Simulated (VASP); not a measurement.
# CuP6 (Pm-3m) in VASP: notebook

The runs below take CuP6 through single point, relaxation of cell and atoms, with PBE.

All numbers are computed with VASP 6.6.1; they aren't measurements. Logs are shortened: lines on timing, memory, paths and dates and some standing lists are left out, and cuts for length are marked.

### 1 The cell of the first run

Symmetry: Pm-3m, No. 221, cubic system. The conventional cell has a = 5.340 Å, b = 5.340 Å, c = 5.340 Å, α = 90.00°, β = 90.00°, γ = 90.00°. Cu (site symmetry m-3m) has 24 P at 3.94 Å within 5.2 Å. P (site symmetry 4mm) has 5 P at 2.19 to 2.24 Å within 2.9 Å.

### 2 Single point, PBE

Input file INCAR:

```
SYSTEM = CuP6
  PREC = Accurate
  ENCUT = 520
  EDIFF = 1E-6
  ISMEAR = 0
  SIGMA = 0.1
  LREAL = .FALSE.
  LASPH = .TRUE.
  NELM = 80
  ALGO = Normal
  ISIF = 2
  LWAVE = .FALSE.
  LCHARG = .FALSE.
  GGA = PE
  NBANDS = 30
```

Input file KPOINTS:

```
Automatic mesh
0
G
  4 4 4
  0 0 0
```

Input file POSCAR:

```
CuP6
1.0
    5.3401816300      0.0000000000      0.0000000000
    0.0000000000      5.3401816300      0.0000000000
    0.0000000000      0.0000000000      5.3401816300
Cu P
1 6
Direct
    0.0000000000      0.0000000000      0.0000000000
    0.2099999900      0.5000000000      0.5000000000
    0.5000000000      0.2099999900      0.5000000000
    0.7900000100      0.5000000000      0.5000000000
    0.5000000000      0.7900000100      0.5000000000
    0.5000000000      0.5000000000      0.2099999900
    0.5000000000      0.5000000000      0.7900000100
```

Potentials or basis: VASP PAW PBE potentials, release 64 (Cu, P).

Run with:

```sh
$ cat potpaw_PBE.64/Cu/POTCAR potpaw_PBE.64/P/POTCAR > POTCAR
$ mpirun -np 1 vasp_std > vasp.out
```

OUTCAR:

```text
SYSTEM = CuP6
   PREC = Accurate
   ENCUT = 520
   EDIFF = 1E-6
   ISMEAR = 0
   LREAL = .FALSE.
   LASPH = .TRUE.
   NELM = 80
   ISIF = 2
   GGA = PE

 ion  position               nearest neighbor table
   1  0.000  0.000  0.000-
   2  0.210  0.500  0.500-   3 2.19   5 2.19   6 2.19   7 2.19   4 2.24
   3  0.500  0.210  0.500-   2 2.19   4 2.19   6 2.19   7 2.19   5 2.24
   4  0.790  0.500  0.500-   3 2.19   5 2.19   6 2.19   7 2.19   2 2.24
   5  0.500  0.790  0.500-   2 2.19   4 2.19   6 2.19   7 2.19   3 2.24
   6  0.500  0.500  0.210-   2 2.19   3 2.19   4 2.19   5 2.19   7 2.24
   7  0.500  0.500  0.790-   2 2.19   3 2.19   4 2.19   5 2.19   6 2.24

  LATTYP: Found a simple cubic cell.
 ALAT       =     5.3401816300

  Lattice vectors:

 A1 = (   5.3401816300,   0.0000000000,   0.0000000000)
 A2 = (   0.0000000000,   5.3401816300,   0.0000000000)
 A3 = (   0.0000000000,   0.0000000000,   5.3401816300)

Analysis of symmetry for initial positions (statically):
=====================================================================
 Subroutine PRICEL returns:
 Original cell was already a primitive cell.

 Routine SETGRP: Setting up the symmetry group for a
 simple cubic supercell.

 Subroutine GETGRP returns: Found 48 space group operations
 (whereof 48 operations were pure point group operations)
 out of a pool of 48 trial point group operations.

The static configuration has the point symmetry O_h .

Analysis of symmetry for dynamics (positions and initial velocities):
=====================================================================
 Subroutine PRICEL returns:
 Original cell was already a primitive cell.

 Routine SETGRP: Setting up the symmetry group for a
 simple cubic supercell.

 Subroutine GETGRP returns: Found 48 space group operations
 (whereof 48 operations were pure point group operations)
 out of a pool of 48 trial point group operations.

The dynamic configuration has the point symmetry O_h .

 Subroutine INISYM returns: Found 48 space group operations
 (whereof 48 operations are pure point group operations),
 and found     1 'primitive' translations

----------------------------------------------------------------------------------------

                                     Primitive cell

  volume of cell :     152.2888

  direct lattice vectors                    reciprocal lattice vectors
[... 84 lines left out ...]
   EDIFFG = 0.1E-04   stopping-criterion for IOM
   NSW    =      0    number of steps for IOM
   IBRION =     -1    ionic relax: 0-MD 1-quasi-New 2-CG
   NFREE  =      0    steps in history (QN), initial steepest desc. (CG)
   ISIF   =      2    stress and relaxation
   ISYM   =      2    0-nonsym 1-usesym 2-fastsym
   POTIM  = 0.5000    time-step for ionic-motion
   TEBEG  =    0.0;   TEEND  =   0.0 temperature during run
   PSTRESS=    0.0 pullay stress
   NELECT =      41.0000    total number of electrons
   NUPDOWN=      -1.0000    fix difference up-down
   EMIN   =  10.00;   EMAX   =-10.00  energy-range for DOS
   EFERMI =   0.00;   METHOD = LEGACY
   ISMEAR =     0;   SIGMA  =   0.10  broadening in eV -4-tet -1-fermi 0-gaus
   EFERMI_NEDOS =   21; number of points for ismear=-14 and -15
   IALGO  =     38    algorithm
   IMIX   =      4    mixing-type and parameters
     AMIX     =   0.40;   BMIX     =  1.00
     AMIX_MAG =   1.60;   BMIX_MAG =  1.00
  volume/ion in A,a.u.               =      21.76       146.81
  Fermi-wavevector in a.u.,A,eV,Ry     =   1.057094  1.997617 15.203786  1.117447
  Thomas-Fermi vector in A             =   2.192354
   LORBIT       =      0    0 simple, 1 ext, 2 COOP (PROOUT), +10 PAW based schemes
   GGA     = PE    functional components
   LHFCALC =     F    Hartree Fock is set to
   AEXX    =    0.0000 exact exchange contribution
   IVDW    =     0    specifies the selected vdW correction
   LEPSILON=     F    determine dielectric tensor
   LRPA    =     F    only Hartree local field effects (RPA)
 non-spin polarized calculation
 Gauss-broadening in eV      SIGMA  =   0.10
  energy-cutoff  :      520.00
  volume of cell :      152.29
 maximum number of plane-waves:      4130
 NGX is ok and might be reduce to    40
   NGX = 19   NGY = 19   NGZ = 19

 number of electron      41.0000011 magnetization

 Free energy of the ion-electron system (eV)
  ---------------------------------------------------
  ext. energy  EPLUGINS =         0.00000000
  ---------------------------------------------------
  free energy    TOTEN  =       -25.72444450 eV

  energy without entropy =      -25.70330067  energy(sigma->0) =      -25.71387258

 E-fermi :   4.2035     XC(G=0):  -8.9186

 val. band max:        4.1119173165   @ k =   0.2500   0.2500   0.2500
 cond. band min:       4.2061322754   @ k =   0.5000   0.5000   0.2500
 fundamental gap:      0.0942149590
 Fermi energy:         4.2034926306

 k-point     1 :       0.0000    0.0000    0.0000
  band No.  band energies     occupation
      1     -14.0034      2.00000
      2      -7.5275      2.00000
      3      -7.5275      2.00000
      4      -7.5275      2.00000
      5      -6.0936      2.00000
      6      -6.0936      2.00000
[... 319 lines left out ...]
     29       8.4310      0.00000
     30       8.4310      0.00000

------------------------ aborting loop because EDIFF is reached ----------------------------------------

  FORCE on cell =-STRESS in cart. coord.  units (eV):
  Direction    XX          YY          ZZ          XY          YZ          ZX
  --------------------------------------------------------------------------------------
  -------------------------------------------------------------------------------------
  Total       15.1330084     15.1330084     15.1330084     -0.0000000     -0.0000000      0.0000000
  in kB      159.2090575    159.2090575    159.2090575     -0.0000000     -0.0000000      0.0000000
  external PRESSURE =     159.2090575 kB  Pullay stress =       0.0000000 kB

 VOLUME and BASIS-vectors are now :
 -----------------------------------------------------------------------------
  energy-cutoff  :      520.00
  volume of cell :      152.29
      direct lattice vectors                 reciprocal lattice vectors
     5.340181630  0.000000000  0.000000000     0.187259548  0.000000000  0.000000000
     0.000000000  5.340181630  0.000000000     0.000000000  0.187259548  0.000000000
     0.000000000  0.000000000  5.340181630     0.000000000  0.000000000  0.187259548

 POSITION                                       TOTAL-FORCE (eV/Angst)
 -----------------------------------------------------------------------------------
      0.00000      0.00000      0.00000         0.000000      0.000000      0.000000
      1.12144      2.67009      2.67009        -3.591554      0.000000     -0.000000
      2.67009      1.12144      2.67009         0.000000     -3.591554      0.000000
      4.21874      2.67009      2.67009         3.591554     -0.000000      0.000000
      2.67009      4.21874      2.67009         0.000000      3.591554     -0.000000
      2.67009      2.67009      1.12144         0.000000     -0.000000     -3.591554
      2.67009      2.67009      4.21874         0.000000      0.000000      3.591554
 -----------------------------------------------------------------------------------
    total drift:                               -0.000000     -0.000000     -0.000000

  FREE ENERGIE OF THE ION-ELECTRON SYSTEM (eV)
  ---------------------------------------------------
  free  energy   TOTEN  =       -25.7244444968 eV

  energy  without entropy=      -25.7033006694  energy(sigma->0) =      -25.71387258
```

It took 2.5 min on 1 thread of Intel Xeon Platinum 8259CL at 2.50GHz (Skylake/Cascade Lake), shared host; peak memory 0.25 GiB.

Results:

| Property | Result |
| --- | --- |
| Free energy | -25.7244 eV |
| Pressure | 15.9 GPa |
| Largest force | 3.592 eV/Å |

Forces on the atoms (eV/Å):
```
Cu   0.000  0.000  0.000
P   -3.592  0.000  0.000
P    0.000 -3.592  0.000
P    3.592  0.000  0.000
P    0.000  3.592  0.000
P    0.000  0.000 -3.592
P    0.000  0.000  3.592
```

Caveat: forces of over 1 eV/Å act on the atoms, so gaps and moduli don't describe the material at rest.

### 3 Single point, PBE

This run uses another cell than the first one, of 26.14 Å³/atom, 1.202 times its volume.

Input file INCAR:

```
SYSTEM = CuP6
  ALGO = Normal
  EDIFF = 1E-6
  ENCUT = 520
  GGA = PE
  ISIF = 2
  ISMEAR = 0
  LASPH = .TRUE.
  LCHARG = .FALSE.
  LREAL = .FALSE.
  LWAVE = .FALSE.
  NBANDS = 30
  NELM = 80
  PREC = Accurate
  SIGMA = 0.1
```

Input file KPOINTS:

```
k-points
0
G
  4 4 4
  0 0 0
```

Input file POSCAR:

```
CuP6
1.0
    5.6771732122      0.0000000000      0.0000000000
    0.0000000000      5.6771732122      0.0000000000
    0.0000000000      0.0000000000      5.6771732122
Cu P
1 6
Direct
    0.0000000000      0.0000000000      0.0000000000
    0.1909511489      0.5000000000      0.5000000000
    0.5000000000      0.1909511489      0.5000000000
    0.8090488511      0.5000000000      0.5000000000
    0.5000000000      0.8090488511      0.5000000000
    0.5000000000      0.5000000000      0.1909511489
    0.5000000000      0.5000000000      0.8090488511
```

Potentials or basis: VASP PAW PBE potentials, release 64 (Cu, P).

Run with:

```sh
$ cat potpaw_PBE.64/Cu/POTCAR potpaw_PBE.64/P/POTCAR > POTCAR
$ mpirun -np 1 vasp_std > vasp.out
```

OUTCAR:

```text
SYSTEM = CuP6
   EDIFF = 1E-6
   ENCUT = 520
   GGA = PE
   ISIF = 2
   ISMEAR = 0
   LASPH = .TRUE.
   LREAL = .FALSE.
   NELM = 80
   PREC = Accurate

 ion  position               nearest neighbor table
   1  0.000  0.000  0.000-
   2  0.191  0.500  0.500-   4 2.17   3 2.48   5 2.48   6 2.48   7 2.48
   3  0.500  0.191  0.500-   5 2.17   4 2.48   2 2.48   6 2.48   7 2.48
   4  0.809  0.500  0.500-   2 2.17   3 2.48   5 2.48   6 2.48   7 2.48
   5  0.500  0.809  0.500-   3 2.17   2 2.48   4 2.48   6 2.48   7 2.48
   6  0.500  0.500  0.191-   7 2.17   3 2.48   4 2.48   5 2.48   2 2.48
   7  0.500  0.500  0.809-   6 2.17   3 2.48   4 2.48   5 2.48   2 2.48

  LATTYP: Found a simple cubic cell.
 ALAT       =     5.6771732122

  Lattice vectors:

 A1 = (   5.6771732122,   0.0000000000,   0.0000000000)
 A2 = (   0.0000000000,   5.6771732122,   0.0000000000)
 A3 = (   0.0000000000,   0.0000000000,   5.6771732122)

Analysis of symmetry for initial positions (statically):
=====================================================================
 Subroutine PRICEL returns:
 Original cell was already a primitive cell.

 Routine SETGRP: Setting up the symmetry group for a
 simple cubic supercell.

 Subroutine GETGRP returns: Found 48 space group operations
 (whereof 48 operations were pure point group operations)
 out of a pool of 48 trial point group operations.

The static configuration has the point symmetry O_h .

Analysis of symmetry for dynamics (positions and initial velocities):
=====================================================================
 Subroutine PRICEL returns:
 Original cell was already a primitive cell.

 Routine SETGRP: Setting up the symmetry group for a
 simple cubic supercell.

 Subroutine GETGRP returns: Found 48 space group operations
 (whereof 48 operations were pure point group operations)
 out of a pool of 48 trial point group operations.

The dynamic configuration has the point symmetry O_h .

 Subroutine INISYM returns: Found 48 space group operations
 (whereof 48 operations are pure point group operations),
 and found     1 'primitive' translations

----------------------------------------------------------------------------------------

                                     Primitive cell

  volume of cell :     182.9770

  direct lattice vectors                    reciprocal lattice vectors
     5.677173212  0.000000000  0.000000000     0.176144000  0.000000000  0.000000000
     0.000000000  5.677173212  0.000000000     0.000000000  0.176144000  0.000000000
     0.000000000  0.000000000  5.677173212     0.000000000  0.000000000  0.176144000

  length of vectors
     5.677173212  5.677173212  5.677173212     0.176144000  0.176144000  0.176144000

  position of ions in fractional coordinates (direct lattice)
     0.000000000  0.000000000  0.000000000
     0.190951149  0.500000000  0.500000000
     0.500000000  0.190951149  0.500000000
     0.809048851  0.500000000  0.500000000
     0.500000000  0.809048851  0.500000000
     0.500000000  0.500000000  0.190951149
     0.500000000  0.500000000  0.809048851

[... 37 lines left out ...]
            Coordinates               Weight
  0.000000  0.000000  0.000000      1.000000
  0.250000  0.000000  0.000000      6.000000
  0.500000  0.000000  0.000000      3.000000
  0.250000  0.250000  0.000000     12.000000
  0.500000  0.250000  0.000000     12.000000
  0.500000  0.500000  0.000000      3.000000
  0.250000  0.250000  0.250000      8.000000
  0.500000  0.250000  0.250000     12.000000
  0.500000  0.500000  0.250000      6.000000
  0.500000  0.500000  0.500000      1.000000
   k-points           NKPTS =     10   k-points in BZ     NKDIM =     10   number of bands    NBANDS=     30
   number of dos      NEDOS =    301   number of ions     NIONS =      7
   total plane-waves  NPLWV =  74088
   dimension x,y,z NGX =    42 NGY =   42 NGZ =   42
   dimension x,y,z NGXF=    84 NGYF=   84 NGZF=   84
   ions per type =               1   6
   NGX,Y,Z   is equivalent  to a cutoff of  12.30, 12.30, 12.30 a.u.
   NGXF,Y,Z  is equivalent  to a cutoff of  24.60, 24.60, 24.60 a.u.
 SYSTEM =  CuP6
   PREC   = accura    normal or accurate (medium, high low for compatibility)
   ISTART =      0    job   : 0-new  1-cont  2-samecut
   ICHARG =      2    charge: 1-file 2-atom 10-const
   ISPIN  =      1    spin polarized calculation?
   LNONCOLLINEAR =      F non collinear calculations
   LSORBIT =      F    spin-orbit coupling
   LASPH  =      T    aspherical Exc in radial PAW
   ENCUT  =  520.0 eV  38.22 Ry    6.18 a.u.  10.56 10.56 10.56*2*pi/ulx,y,z
   NELM   =     80;   NELMIN=  2; NELMDL= -5     # of ELM steps
   EDIFF  = 0.1E-05   stopping-criterion for ELM
   LREAL  =      F    real-space projection
   EDIFFG = 0.1E-04   stopping-criterion for IOM
   NSW    =      0    number of steps for IOM
   IBRION =     -1    ionic relax: 0-MD 1-quasi-New 2-CG
   NFREE  =      0    steps in history (QN), initial steepest desc. (CG)
   ISIF   =      2    stress and relaxation
   ISYM   =      2    0-nonsym 1-usesym 2-fastsym
   POTIM  = 0.5000    time-step for ionic-motion
   TEBEG  =    0.0;   TEEND  =   0.0 temperature during run
   PSTRESS=    0.0 pullay stress
   NELECT =      41.0000    total number of electrons
   NUPDOWN=      -1.0000    fix difference up-down
   EMIN   =  10.00;   EMAX   =-10.00  energy-range for DOS
   EFERMI =   0.00;   METHOD = LEGACY
   ISMEAR =     0;   SIGMA  =   0.10  broadening in eV -4-tet -1-fermi 0-gaus
   EFERMI_NEDOS =   21; number of points for ismear=-14 and -15
   IALGO  =     38    algorithm
   IMIX   =      4    mixing-type and parameters
     AMIX     =   0.40;   BMIX     =  1.00
     AMIX_MAG =   1.60;   BMIX_MAG =  1.00
  volume/ion in A,a.u.               =      26.14       176.40
  Fermi-wavevector in a.u.,A,eV,Ry     =   0.994345  1.879040 13.452392  0.988723
  Thomas-Fermi vector in A             =   2.126290
   LORBIT       =      0    0 simple, 1 ext, 2 COOP (PROOUT), +10 PAW based schemes
   GGA     = PE    functional components
   LHFCALC =     F    Hartree Fock is set to
   AEXX    =    0.0000 exact exchange contribution
   IVDW    =     0    specifies the selected vdW correction
   LEPSILON=     F    determine dielectric tensor
   LRPA    =     F    only Hartree local field effects (RPA)
 non-spin polarized calculation
 Gauss-broadening in eV      SIGMA  =   0.10
  energy-cutoff  :      520.00
  volume of cell :      182.98
 maximum number of plane-waves:      4956
   NGX = 21   NGY = 21   NGZ = 21

 number of electron      40.9999973 magnetization

 Free energy of the ion-electron system (eV)
  ---------------------------------------------------
  ext. energy  EPLUGINS =         0.00000000
  ---------------------------------------------------
  free energy    TOTEN  =       -27.75070444 eV

  energy without entropy =      -27.71455873  energy(sigma->0) =      -27.73263158

 E-fermi :   2.7347     XC(G=0):  -8.2322

 val. band max:        2.7226339569   @ k =   0.2500   0.2500   0.0000
 cond. band min:       2.7708580585   @ k =   0.5000   0.2500   0.0000
 fundamental gap:      0.0482241016
 Fermi energy:         2.7346535654

 k-point     1 :       0.0000    0.0000    0.0000
  band No.  band energies     occupation
      1     -12.3499      2.00000
      2      -8.0658      2.00000
      3      -8.0658      2.00000
      4      -7.0345      2.00000
      5      -7.0345      2.00000
      6      -7.0345      2.00000
[... 319 lines left out ...]
     29       6.7873      0.00000
     30       6.7873      0.00000

------------------------ aborting loop because EDIFF is reached ----------------------------------------

  FORCE on cell =-STRESS in cart. coord.  units (eV):
  Direction    XX          YY          ZZ          XY          YZ          ZX
  --------------------------------------------------------------------------------------
  -------------------------------------------------------------------------------------
  Total        0.1028839      0.1028839      0.1028839     -0.0000000      0.0000000     -0.0000000
  in kB        0.9008686      0.9008686      0.9008686     -0.0000000      0.0000000     -0.0000000
  external PRESSURE =       0.9008686 kB  Pullay stress =       0.0000000 kB

 VOLUME and BASIS-vectors are now :
 -----------------------------------------------------------------------------
  energy-cutoff  :      520.00
  volume of cell :      182.98
      direct lattice vectors                 reciprocal lattice vectors
     5.677173212  0.000000000  0.000000000     0.176144000  0.000000000  0.000000000
     0.000000000  5.677173212  0.000000000     0.000000000  0.176144000  0.000000000
     0.000000000  0.000000000  5.677173212     0.000000000  0.000000000  0.176144000

 POSITION                                       TOTAL-FORCE (eV/Angst)
 -----------------------------------------------------------------------------------
      0.00000      0.00000      0.00000        -0.000000     -0.000000      0.000000
      1.08406      2.83859      2.83859        -0.029542     -0.000000      0.000000
      2.83859      1.08406      2.83859        -0.000000     -0.029542      0.000000
      4.59311      2.83859      2.83859         0.029542     -0.000000      0.000000
      2.83859      4.59311      2.83859         0.000000      0.029542      0.000000
      2.83859      2.83859      1.08406         0.000000     -0.000000     -0.029542
      2.83859      2.83859      4.59311        -0.000000     -0.000000      0.029542
 -----------------------------------------------------------------------------------
    total drift:                               -0.000000     -0.000000     -0.000000

  FREE ENERGIE OF THE ION-ELECTRON SYSTEM (eV)
  ---------------------------------------------------
  free  energy   TOTEN  =       -27.7507044375 eV

  energy  without entropy=      -27.7145587271  energy(sigma->0) =      -27.73263158
```

It took 2.4 min on 1 thread of Intel Xeon Platinum 8259CL at 2.50GHz (Skylake/Cascade Lake), shared host; peak memory 0.26 GiB.

The run converged, but its numbers aren't listed here, since they failed a check.

[end of part 1 of 2]
